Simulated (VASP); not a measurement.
A run of VASP 6.6.1 is set up as follows.

Contents of INCAR:

```
SYSTEM = Cl
PREC = Accurate
ENCUT = 500
EDIFF = 1E-6
ISMEAR = -1
SIGMA = 0.1
LREAL = .False.
LASPH = .True.
NELM = 120
ALGO = Normal
ISIF = 2
LWAVE = .False.
LCHARG = .False.
GGA = PE
NBANDS = 14
GGA_COMPAT = .False.
```

File KPOINTS:

```
Automatic mesh
0
Gamma
  4 4 4
  0 0 0
```

POSCAR

```
Cl
1.0
   -3.2319290683      0.0000000000      3.2319290683
    0.0000000000      3.2319290683      3.2319290683
   -3.2319290683      3.2319290683      0.0000000000
Cl
2
Direct
    0.0000000000      0.0000000000      0.0000000000
    0.2500000000      0.2500000000      0.2500000000
```

Potentials or basis: VASP PAW PBE potentials, release 64 (Cl).

Command:

```bash
$ cat potpaw_PBE.64/Cl/POTCAR > POTCAR
$ mpirun -np 1 vasp_std > vasp.out
```

Question: Predict the pressure.

Answer: 0.1 GPa.

Question: Estimate the band gap on the k mesh.

Answer: Zero (band 7 reaches -0.98 eV, above the bottom of band 8 at -2.15 eV).

Caveat: the k points lie up to 0.42 Å⁻¹ apart.
